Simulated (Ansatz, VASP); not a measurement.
Two plane-wave programs on TaN

```
Ta N
1.0
     2.92404    0.00000    0.00000
    -1.46202    2.53229    0.00000
     0.00000    0.00000    2.79900
Ta N
1 1
Cartesian
  0.0000 1.6882 1.3995
  0.0000 0.0000 0.0000
```

Alike in both runs: task single point; functional PBEsol; k mesh 18 × 18 × 16; occupations gaussian, width 0.15 eV; no spin polarisation.

|  | VASP | Ansatz |
| --- | --- | --- |
| version | VASP 6.6.1 | Ansatz 0.2.0 |
| potentials or method | VASP PAW PBE potentials, release 64 (Ta_pv, N), cutoff 520 eV | scalar-relativistic, plane waves, PAW |
| valence electrons in the cell | 16 | 18 |

```tsv
	VASP	Ansatz	Ansatz less VASP
gap on the k mesh at the Fermi level (eV)	none	none	-
pressure (GPa)	11.6	10.6	-0.99
traceless stress, the component that is largest in VASP (GPa)	12.72	12.54	-0.177
```

VASP's potentials were made for PBE, not for PBEsol. A gap of «none» marks a metal or a gap that the smearing closes. With one functional, cell and mesh, what is left measures potentials, basis and numerics. VASP's potentials hold 16 valence electrons a cell and Ansatz's 18, so a difference there can come from the potentials and not from the codes.

Spin-orbit coupling is off throughout.
